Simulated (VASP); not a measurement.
# VN2 (I4/mcm) in VASP: notebook

Runs on VN2. Level: r2SCAN. Tasks: single point.

Everything below comes from runs of VASP 6.6.1. Logs are shortened: lines on timing, memory, paths and dates and some standing lists are left out, and cuts for length are marked.

### 1 The cell of the first run

It takes space group I4/mcm (No. 140, tetragonal). Conventional cell: a = 4.293 Å, b = 4.293 Å, c = 4.914 Å, α = 90.00°, β = 90.00°, γ = 90.00°. Within 2.8 Å of V (site symmetry 422) lie 8 N at 2.12 Å and 2 V at 2.46 Å. N (site symmetry m2m) has 1 N at 1.39 Å within 1.9 Å.

### 2 Single point, r2SCAN

The input, POSCAR:

```
VN2
1.0
   -2.1464680937      2.1464680937      2.4568923196
    2.1464680937     -2.1464680937      2.4568923196
    2.1464680937      2.1464680937     -2.4568923196
V N
2 4
Direct
    0.2500000000      0.2500000000      0.0000000000
    0.7500000000      0.7500000000      0.0000000000
    0.1140815398      0.6140815398      0.7281630797
    0.6140815398      0.8859184602      0.5000000000
    0.8859184602      0.3859184602      0.2718369203
    0.3859184602      0.1140815398      0.5000000000
```

The input, INCAR.step1:

```
SYSTEM = VN2
ALGO = Normal
EDIFF = 1E-5
ENCUT = 910
GGA = PE
GGA_COMPAT = .False.
ISMEAR = 0
LASPH = .True.
LCHARG = .False.
LREAL = .False.
LWAVE = .True.
NBANDS = 32
NELM = 120
PREC = Accurate
SIGMA = 0.1
```

The input, INCAR.step2:

```
SYSTEM = VN2
ALGO = Normal
EDIFF = 1E-6
ENCUT = 910
GGA_COMPAT = .False.
ISIF = 2
ISMEAR = 0
ISTART = 1
LASPH = .True.
LCHARG = .False.
LMIXTAU = .True.
LREAL = .False.
LWAVE = .False.
METAGGA = R2SCAN
NBANDS = 32
NELM = 120
PREC = Accurate
SIGMA = 0.1
```

The input, KPOINTS:

```
k-points
0
Gamma
  12 12 12
  0 0 0
```

Potentials or basis: VASP PAW PBE potentials, release 64 (V_sv, N_h).

Run with:

```bash
cat potpaw_PBE.64/V_sv/POTCAR potpaw_PBE.64/N_h/POTCAR > POTCAR
cp INCAR.step1 INCAR
mpirun -np 1 vasp_std > vasp.out
cp INCAR.step2 INCAR
mpirun -np 1 vasp_std > vasp.out
```

OUTCAR:

```text
SYSTEM = VN2
   EDIFF = 1E-6
   ENCUT = 910
   ISIF = 2
   ISMEAR = 0
   ISTART = 1
   LASPH = .True.
   LREAL = .False.
   METAGGA = R2SCAN
   NELM = 120
   PREC = Accurate

 ion  position               nearest neighbor table
   1  0.250  0.250  0.000-   3 2.12   5 2.12   4 2.12   6 2.12   6 2.12   4 2.12   3 2.12   5 2.12
                             2 2.46   2 2.46
   2  0.750  0.750  0.000-   3 2.12   5 2.12   4 2.12   6 2.12   4 2.12   6 2.12   5 2.12   3 2.12
                             1 2.46   1 2.46
   3  0.114  0.614  0.728-   5 1.39   2 2.12   1 2.12   1 2.12   2 2.12
   4  0.614  0.886  0.500-   6 1.39   2 2.12   1 2.12   2 2.12   1 2.12
   5  0.886  0.386  0.272-   3 1.39   2 2.12   1 2.12   2 2.12   1 2.12
   6  0.386  0.114  0.500-   4 1.39   1 2.12   2 2.12   1 2.12   2 2.12

  LATTYP: Found a body centered tetragonal cell.
 ALAT       =     4.2929361874
 C/A-ratio  =     1.1446209365

  Lattice vectors:

 A1 = (  -2.1464680937,   2.1464680937,   2.4568923196)
 A2 = (   2.1464680937,  -2.1464680937,   2.4568923196)
 A3 = (   2.1464680937,   2.1464680937,  -2.4568923196)

Analysis of symmetry for initial positions (statically):
=====================================================================
 Subroutine PRICEL returns:
 Original cell was already a primitive cell.

 Routine SETGRP: Setting up the symmetry group for a
 body centered tetragonal supercell.

 Subroutine GETGRP returns: Found 16 space group operations
 (whereof  8 operations were pure point group operations)
 out of a pool of 16 trial point group operations.

The static configuration has the point symmetry C_4h.
 The point group associated with its full space group is D_4h.

Analysis of symmetry for dynamics (positions and initial velocities):
=====================================================================
 Subroutine PRICEL returns:
 Original cell was already a primitive cell.

 Routine SETGRP: Setting up the symmetry group for a
 body centered tetragonal supercell.

 Subroutine GETGRP returns: Found 16 space group operations
 (whereof  8 operations were pure point group operations)
 out of a pool of 16 trial point group operations.

The dynamic configuration has the point symmetry C_4h.
 The point group associated with its full space group is D_4h.

 Subroutine INISYM returns: Found 16 space group operations
 (whereof  8 operations are pure point group operations),
 and found     1 'primitive' translations

----------------------------------------------------------------------------------------

[... 105 lines left out ...]
   NFREE  =      0    steps in history (QN), initial steepest desc. (CG)
   ISIF   =      2    stress and relaxation
   ISYM   =      2    0-nonsym 1-usesym 2-fastsym
   POTIM  = 0.5000    time-step for ionic-motion
   TEBEG  =    0.0;   TEEND  =   0.0 temperature during run
   PSTRESS=    0.0 pullay stress
   NELECT =      46.0000    total number of electrons
   NUPDOWN=      -1.0000    fix difference up-down
   EMIN   =  10.00;   EMAX   =-10.00  energy-range for DOS
   EFERMI =   0.00;   METHOD = LEGACY
   ISMEAR =     0;   SIGMA  =   0.10  broadening in eV -4-tet -1-fermi 0-gaus
   EFERMI_NEDOS =   21; number of points for ismear=-14 and -15
   IALGO  =     38    algorithm
   IMIX   =      4    mixing-type and parameters
     AMIX     =   0.40;   BMIX     =  1.00
     AMIX_MAG =   1.60;   BMIX_MAG =  1.00
  volume/ion in A,a.u.               =       7.55        50.93
  Fermi-wavevector in a.u.,A,eV,Ry     =   1.645745  3.110006 36.851045  2.708475
  Thomas-Fermi vector in A             =   2.735490
   LORBIT       =      0    0 simple, 1 ext, 2 COOP (PROOUT), +10 PAW based schemes
   METAGGA = R2SCAN    functional components
   LHFCALC =     F    Hartree Fock is set to
   AEXX    =    0.0000 exact exchange contribution
   IVDW    =     0    specifies the selected vdW correction
   LEPSILON=     F    determine dielectric tensor
   LRPA    =     F    only Hartree local field effects (RPA)
 non-spin polarized calculation
 Gauss-broadening in eV      SIGMA  =   0.10
  energy-cutoff  :      910.00
  volume of cell :       45.28
 maximum number of plane-waves:      2845
   NGX = 19   NGY = 19   NGZ = 19

 number of electron      45.9999999 magnetization

 Free energy of the ion-electron system (eV)
  ---------------------------------------------------
  ext. energy  EPLUGINS =         0.00000000
  ---------------------------------------------------
  free energy    TOTEN  =       -67.84104891 eV

  energy without entropy =      -67.83226533  energy(sigma->0) =      -67.83665712

 E-fermi :  12.3329     XC(G=0): -14.7283

 val. band max:       12.3283097194   @ k =  -0.4167   0.4167   0.0000
 cond. band min:      12.3419762249   @ k =  -0.4167   0.4167   0.3333
 fundamental gap:      0.0136665055
 Fermi energy:        12.3328827523

 k-point     1 :       0.0000    0.0000    0.0000
  band No.  band energies     occupation
      1     -56.0013      2.00000
      2     -55.8146      2.00000
      3     -29.0137      2.00000
      4     -28.7287      2.00000
      5     -28.7287      2.00000
      6     -28.7226      2.00000
[... 829 lines left out ...]
     31      15.5316      0.00000
     32      16.2985      0.00000

 [... further k-points ...]

------------------------ aborting loop because EDIFF is reached ----------------------------------------

  FORCE on cell =-STRESS in cart. coord.  units (eV):
  Direction    XX          YY          ZZ          XY          YZ          ZX
  --------------------------------------------------------------------------------------
  -------------------------------------------------------------------------------------
  Total        0.2477618      0.2477618      0.3451462      0.0000000     -0.0000000      0.0000000
  in kB        8.7669785      8.7669785     12.2128967      0.0000000     -0.0000000      0.0000000
  external PRESSURE =       9.9156179 kB  Pullay stress =       0.0000000 kB

 VOLUME and BASIS-vectors are now :
 -----------------------------------------------------------------------------
  energy-cutoff  :      910.00
  volume of cell :       45.28
      direct lattice vectors                 reciprocal lattice vectors
    -2.146468094  2.146468094  2.456892320     0.000000000  0.232940802  0.203509122
     2.146468094 -2.146468094  2.456892320     0.232940802  0.000000000  0.203509122
     2.146468094  2.146468094 -2.456892320     0.232940802  0.232940802  0.000000000

 POSITION                                       TOTAL-FORCE (eV/Angst)
 -----------------------------------------------------------------------------------
      0.00000      0.00000      1.22845        -0.000000      0.000000      0.000000
      0.00000      0.00000      3.68534        -0.000000      0.000000      0.000000
      2.63621      0.48974     -0.00000        -0.033610     -0.033610      0.000000
      1.65672      0.48974      2.45689         0.033610     -0.033610      0.000000
     -0.48974      1.65672      2.45689         0.033610      0.033610     -0.000000
      0.48974      1.65672      0.00000        -0.033610      0.033610      0.000000
 -----------------------------------------------------------------------------------
    total drift:                               -0.000000     -0.000000      0.000000

  FREE ENERGIE OF THE ION-ELECTRON SYSTEM (eV)
  ---------------------------------------------------
  free  energy   TOTEN  =       -67.8410489089 eV

  energy  without entropy=      -67.8322653278  energy(sigma->0) =      -67.83665712
```

OUTCAR.step1:

```text
SYSTEM = VN2
   EDIFF = 1E-5
   ENCUT = 910
   GGA = PE
   ISMEAR = 0
   LASPH = .True.
   LREAL = .False.
   NELM = 120
[... 1079 lines left out ...]
      1.65672      0.48974      2.45689         0.054981     -0.054981      0.000000
     -0.48974      1.65672      2.45689         0.054981      0.054981      0.000000
      0.48974      1.65672      0.00000        -0.054981      0.054981     -0.000000
 -----------------------------------------------------------------------------------
    total drift:                               -0.000000     -0.000000      0.000000

  FREE ENERGIE OF THE ION-ELECTRON SYSTEM (eV)
  ---------------------------------------------------
  free  energy   TOTEN  =       -53.4002595560 eV

  energy  without entropy=      -53.3886890335  energy(sigma->0) =      -53.39447429
```

Wall time 26 min (1 thread of Intel Xeon Platinum 8488C (Sapphire Rapids), shared host); peak memory 0.56 GiB.

What came out:

```
Free energy            : -67.8410 eV
Pressure               : 1.0 GPa
Largest force          : 0.048 eV/Å
Band gap on the k mesh : zero (bands 23 and 24 overlap by 0.46 eV)
```

Forces in eV/Å, atoms in the order of the input:
```
V    0.000  0.000  0.000
V    0.000  0.000  0.000
N   -0.034 -0.034  0.000
N    0.034 -0.034  0.000
N    0.034  0.034  0.000
N   -0.034  0.034  0.000
```

Caveat: the PAW data sets were made with another functional, which shifts forces and pressure a little; the run has no spin polarisation, though such a crystal can be magnetic. With open d or f shells a metallic result of r2SCAN can be an artefact of self-interaction; +U or a hybrid may open a gap.

### 3 Single point, r2SCAN

POSCAR is that of step 2.

The input, INCAR.step1:

```
ALGO = Normal
EDIFF = 1E-5
ENCUT = 910
GGA = PE
GGA_COMPAT = False
ISMEAR = 0
LASPH = True
LCHARG = False
LREAL = False
LWAVE = True
NBANDS = 32
NELM = 120
PREC = Accurate
SIGMA = 0.1
```

The input, INCAR.step2:

```
ALGO = Normal
EDIFF = 1E-6
ENCUT = 910
GGA_COMPAT = False
ISIF = 2
ISMEAR = 0
ISTART = 1
LASPH = True
LCHARG = False
LMIXTAU = True
LREAL = False
LWAVE = False
METAGGA = R2SCAN
NBANDS = 32
NELM = 120
PREC = Accurate
SIGMA = 0.1
```

The input, KPOINTS:

```
k-points
0
Gamma
  12 12 12
```

Potentials or basis: VASP PAW PBE potentials, release 64 (V_sv, N_h).

Run with:

```bash
cat potpaw_PBE.64/V_sv/POTCAR potpaw_PBE.64/N_h/POTCAR > POTCAR
cp INCAR.step1 INCAR
mpirun -np 1 vasp_std > vasp.out
cp INCAR.step2 INCAR
mpirun -np 1 vasp_std > vasp.out
```

It took 24 min on 1 thread of Intel Xeon Platinum 8488C (Sapphire Rapids), shared host; peak memory 0.56 GiB.

It converged, with:

- Free energy: -67.8410 eV
- Pressure: 1.0 GPa
- Largest force: 0.048 eV/Å
- Band gap on the k mesh: zero (bands 23 and 24 overlap by 0.46 eV)

Forces on the atoms (eV/Å):
```
V    0.000  0.000  0.000
V    0.000  0.000  0.000
N   -0.034 -0.034  0.000
N    0.034 -0.034  0.000
N    0.034  0.034  0.000
N   -0.034  0.034  0.000
```

Stress tensor (GPa, compression positive):
```
0.88 0.00 0.00
0.00 0.88 0.00
0.00 0.00 1.22
```

Levels at points of the mesh, in eV from the Fermi level:
```
           k point  band 19  band 20  band 21  band 22  band 23  band 24  band 25  band 26  band 27  band 28
(0.00, 0.00, 0.00)    -3.44    -3.16    -2.97    -2.76    -2.76     0.83     1.15     1.15     1.51     1.94
(0.50, 0.00, 0.00)    -3.63    -3.63    -3.33    -3.33     0.08     0.08     0.84     0.84     1.17     1.17
(0.50, 0.50, 0.00)    -5.20    -4.84    -3.01    -2.81    -1.51     0.04     1.01     1.17     1.94     2.37
(0.50, 0.50, 0.50)    -4.99    -2.18    -2.18    -0.38    -0.35    -0.05     0.01     0.05     2.05     2.09
```

Caveat: the PAW data sets were made with another functional, which shifts forces and pressure a little; the run has no spin polarisation, though such a crystal can be magnetic. With open d or f shells a metallic result of r2SCAN can be an artefact of self-interaction; +U or a hybrid may open a gap.

### 4 Single point, r2SCAN (7.09 Å³/atom)

This run uses another cell than the first one, of 7.09 Å³/atom.

The input, POSCAR:

```
VN2
1.0
   -2.1056399782      2.1056399782      2.3999081224
    2.1056399782     -2.1056399782      2.3999081224
    2.1056399782      2.1056399782     -2.3999081224
V N
2 4
Direct
    0.2500000000      0.2500000000      0.0000000000
    0.7500000000      0.7500000000      0.0000000000
    0.1153652889      0.6153652889      0.7307305779
    0.6153652889      0.8846347111      0.5000000000
    0.8846347111      0.3846347111      0.2692694221
    0.3846347111      0.1153652889      0.5000000000
```

The input, INCAR.step1:

```
  PREC = Accurate
  ENCUT = 520
  ISMEAR = 0
  SIGMA = 0.1
  LREAL = False
  LASPH = True
  NELM = 60
  NBANDS = 32
  GGA = PE
  ALGO = Normal
  EDIFF = 1E-4
  LWAVE = True
  LCHARG = False
```

The input, INCAR.step2:

```
  PREC = Accurate
  ENCUT = 520
  EDIFF = 1E-6
  ISMEAR = 0
  SIGMA = 0.1
  LREAL = False
  LASPH = True
  NELM = 60
  ALGO = Normal
  ISIF = 2
  LWAVE = False
  LCHARG = True
  METAGGA = R2SCAN
  LMIXTAU = True
  LELF = True
  LVHAR = True
  NBANDS = 32
  ISTART = 1
```

The input, KPOINTS:

```
regular mesh
0
Gamma
  12 12 12
```

Potentials or basis: VASP PAW PBE potentials, release 64 (V_sv, N).

Run with:

```bash
cat potpaw_PBE.64/V_sv/POTCAR potpaw_PBE.64/N/POTCAR > POTCAR
cp INCAR.step1 INCAR
mpirun -np 1 vasp_std > vasp.out
cp INCAR.step2 INCAR
mpirun -np 1 vasp_std > vasp.out
```

It took 11 min on 1 thread of Intel Xeon 8259CL, shared host; peak memory 0.3 GiB.

It converged, with:

* Free energy: -67.5912 eV
* Pressure: 26.2 GPa
* Largest force: 0.073 eV/Å
* Band gap on the k mesh: zero (bands 23 and 24 overlap by 0.49 eV)

Forces in eV/Å, atoms in the order of the input:
```
V    0.000  0.000  0.000
V    0.000  0.000  0.000
N    0.052  0.052  0.000
N   -0.052  0.052  0.000
N   -0.052 -0.052  0.000
N    0.052 -0.052  0.000
```

Stress tensor (GPa, compression positive):
```
26.29  0.00  0.00
 0.00 26.29  0.00
 0.00  0.00 25.90
```

Levels at points of the mesh, in eV from the Fermi level:
```
           k point  band 21  band 22  band 23  band 24  band 25  band 26
(0.00, 0.00, 0.00)    -3.29    -3.02    -3.02     0.91     1.22     1.22
(0.50, 0.00, 0.00)    -3.67    -3.67     0.08     0.08     0.93     0.93
(0.50, 0.50, 0.00)    -3.31    -3.06    -1.70     0.06     1.09     1.27
(0.50, 0.50, 0.50)    -2.41    -0.48    -0.47    -0.06     0.05     0.13
```

Caveat: the cell stands under pressure; the PAW data sets were made with another functional, which shifts forces and pressure a little; the run has no spin polarisation, though such a crystal can be magnetic. With open d or f shells a metallic result of r2SCAN can be an artefact of self-interaction; +U or a hybrid may open a gap.

### 5 Single point, r2SCAN (7.32 Å³/atom)

This run uses another cell than the first one, of 7.32 Å³/atom.

The input, POSCAR:

```
VN2
1.0
   -2.1263548635      2.1263548635      2.4284839739
    2.1263548635     -2.1263548635      2.4284839739
    2.1263548635      2.1263548635     -2.4284839739
V N
2 4
Direct
    0.2500000000      0.2500000000      0.0000000000
    0.7500000000      0.7500000000      0.0000000000
    0.1147506759      0.6147506759      0.7295013517
    0.6147506759      0.8852493241      0.5000000000
    0.8852493241      0.3852493241      0.2704986483
    0.3852493241      0.1147506759      0.5000000000
```

The input, INCAR.step1:

```
SYSTEM = VN2
PREC     = Accurate       ! precision mode
ENCUT    = 520            ! plane-wave cutoff, eV
ISMEAR   = 0              ! smearing method
SIGMA    = 0.1            ! smearing width, eV
LREAL    = .False.        ! projectors in reciprocal space
LASPH    = .True.         ! aspherical terms in the spheres
NELM     = 60             ! most SCF steps
NBANDS   = 32             ! bands
GGA      = PE             ! functional
ALGO     = Normal         ! electronic algorithm
EDIFF    = 1E-4           ! SCF threshold, eV
LWAVE    = .True.         ! write WAVECAR
LCHARG   = .False.        ! write CHGCAR
```

The input, INCAR.step2:

```
SYSTEM = VN2
PREC     = Accurate       ! precision mode
ENCUT    = 520            ! plane-wave cutoff, eV
EDIFF    = 1E-6           ! SCF threshold, eV
ISMEAR   = 0              ! smearing method
SIGMA    = 0.1            ! smearing width, eV
LREAL    = .False.        ! projectors in reciprocal space
LASPH    = .True.         ! aspherical terms in the spheres
NELM     = 60             ! most SCF steps
ALGO     = Normal         ! electronic algorithm
ISIF     = 2              ! what is computed and relaxed
LWAVE    = .False.        ! write WAVECAR
LCHARG   = .True.         ! write CHGCAR
METAGGA  = R2SCAN         ! meta-GGA
LMIXTAU  = .True.       
LELF     = .True.         ! ELF
LVHAR    = .True.       
NBANDS   = 32             ! bands
ISTART   = 1
```

The input, KPOINTS:

```
Automatic mesh
0
Gamma
  12 12 12
  0 0 0
```

Run with:

```bash
cat potpaw_PBE.64/V_sv/POTCAR potpaw_PBE.64/N/POTCAR > POTCAR
cp INCAR.step1 INCAR
mpirun -np 1 vasp_std > vasp.out
cp INCAR.step2 INCAR
mpirun -np 1 vasp_std > vasp.out
```

It took 17 min on 1 thread of Intel Xeon 8259CL, shared host; peak memory 0.3 GiB.

The run converged. Its results:

```
Free energy            : -67.7565 eV
Pressure               : 12.8 GPa
Largest force          : 0.074 eV/Å
Band gap on the k mesh : zero (bands 23 and 24 overlap by 0.48 eV)
```

Forces in eV/Å, atoms in the order of the input:
```
V    0.000  0.000  0.000
V    0.000  0.000  0.000
N    0.052  0.052  0.000
N   -0.052  0.052  0.000
N   -0.052 -0.052  0.000
N    0.052 -0.052  0.000
```

Stress tensor (GPa, compression positive):
```
12.97  0.00  0.00
 0.00 12.97  0.00
 0.00  0.00 12.56
```

Levels at points of the mesh, in eV from the Fermi level:
```csv
k point,band 21,band 22,band 23,band 24,band 25,band 26
"(0.00, 0.00, 0.00)",-3.13,-2.89,-2.89,0.87,1.18,1.18
"(0.50, 0.00, 0.00)",-3.50,-3.50,0.08,0.08,0.88,0.88
"(0.50, 0.50, 0.00)",-3.16,-2.93,-1.61,0.05,1.05,1.22
"(0.50, 0.50, 0.50)",-2.29,-0.43,-0.41,-0.05,0.03,0.09
```

Caveat: the cell stands under pressure; the PAW data sets were made with another functional, which shifts forces and pressure a little; the run has no spin polarisation, though such a crystal can be magnetic. With open d or f shells a metallic result of r2SCAN can be an artefact of self-interaction; +U or a hybrid may open a gap.

### 6 Summary

```tsv
potentials or basis	cell	cutoff (eV)	gap on the mesh (eV)	pressure (GPa)	largest force (eV/Å)
VASP PAW PBE potentials, release 64 (V_sv, N_h)	a = 3.905 Å, angles 113.3, 113.3, 102.0°, 6 atoms, atomic positions A	910	none	1.0	0.05
VASP PAW PBE potentials, release 64 (V_sv, N)	a = 3.825 Å, angles 113.2, 113.2, 102.3°, 6 atoms, atomic positions B	520	none	26.2	0.07
VASP PAW PBE potentials, release 64 (V_sv, N)	a = 3.865 Å, angles 113.2, 113.2, 102.2°, 6 atoms, atomic positions C	520	none	12.8	0.07
```

Alike in all rows: task single point; level r2SCAN; no spin polarisation; k mesh 12 × 12 × 12; smearing gaussian 0.1 eV.

Caveats: the PAW data sets were made with another functional, which shifts forces and pressure a little; the run has no spin polarisation, though such a crystal can be magnetic; the cell stands under pressure (at least some runs).

Absolute energies hang on the potentials; compare differences alone.
